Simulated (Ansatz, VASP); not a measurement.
**W: VASP beside Ansatz**

```xyz
1
Lattice="-1.5823 1.5823 1.5823 1.5823 -1.5823 1.5823 1.5823 1.5823 -1.5823" Properties=species:S:1:pos:R:3 pbc="T T T"
W     0.0000    0.0000    0.0000
```

Alike in both runs: task single point; functional PBE; k mesh 9 × 9 × 9; no spin polarisation.

```csv
,VASP,Ansatz
version,VASP 6.6.1,Ansatz 0.2.0
potentials or method,"VASP PAW PBE potentials, release 64 (W_sv), cutoff 500 eV","plane waves, PAW"
occupations,"methfessel-paxton of order 1, width 0.1 eV","cold, width 0.1 eV"
valence electrons in the cell,14,14
```

|  | VASP | Ansatz | Ansatz less VASP |
| --- | --- | --- | --- |
| pressure (GPa) | 5.9 | 5.4 | -0.53 |

Spin-orbit coupling is off throughout.
